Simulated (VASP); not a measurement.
Wanted: the native input for a VASP 6.6.1 run.

```
Task                   : relaxation of cell and atoms
Functional             : PBE
Potentials or basis    : VASP PAW PBE potentials, release 64 (Mg, S)
Cutoff                 : 600 eV
k mesh                 : 10 × 10 × 10
Occupations            : gaussian, width 0.1 eV
Spin                   : no spin polarisation
Dipole correction      : no
Further INCAR settings : ALGO = Normal; EDIFF = 1e-06; IBRION = 2; EDIFFG = -0.01; NSW = 100; ISIF = 3
```

The structure of Mg2S lies in POSCAR:

```
Mg2S
1.0
   -3.2875587781      3.2875587781      2.7365677312
    3.2875587781     -3.2875587781      2.7365677312
    3.2875587781      3.2875587781     -2.7365677312
Mg S
4 2
Direct
    0.6670000000      0.1670000000      0.8340000000
    0.1670000000      0.3330000000      0.5000000000
    0.3330000000      0.8330000000      0.1660000000
    0.8330000000      0.6670000000      0.5000000000
    0.2500000000      0.2500000000      0.0000000000
    0.7500000000      0.7500000000      0.0000000000
```

One way to write it, as run:

INCAR

```
  ALGO = Normal
  EDIFF = 1E-6
  EDIFFG = -0.01
  ENCUT = 600
  GGA = PE
  IBRION = 2
  ISIF = 3
  ISMEAR = 0
  LASPH = T
  LCHARG = F
  LREAL = F
  LWAVE = F
  NELM = 80
  NSW = 100
  PREC = Accurate
  SIGMA = 0.1
```

KPOINTS

```
k-points
0
Gamma
  10 10 10
```

Potentials or basis: VASP PAW PBE potentials, release 64 (Mg, S).

Launch:

```sh
$ cat potpaw_PBE.64/Mg/POTCAR potpaw_PBE.64/S/POTCAR > POTCAR
$ mpirun -np 1 vasp_std > vasp.out
```

Results of the run:

```
Relaxed volume                        : 20.12 Å³/atom
Relaxed cell                          : a = 5.422 Å, b = 5.422 Å, c = 5.422 Å, α = 113.93°, β = 113.93°, γ = 100.88°
Space group after relaxing (to 0.1 Å) : I4/mcm (No. 140)
Energy gained by relaxing             : 336.3 meV/atom
Ionic steps                           : 9
Pressure after relaxing               : 0.0 GPa
Largest force after relaxing          : 0.004 eV/Å
Band gap on the k mesh                : zero (bands 10 and 11 overlap by 0.70 eV)
```

Caveat: semilocal functionals underestimate gaps, and a narrow one can read as zero.

Run time: 13 min on 1 thread of Intel(R) Xeon(R) Platinum 8488C (Sapphire Rapids) (shared host), peak memory 0.48 GiB.
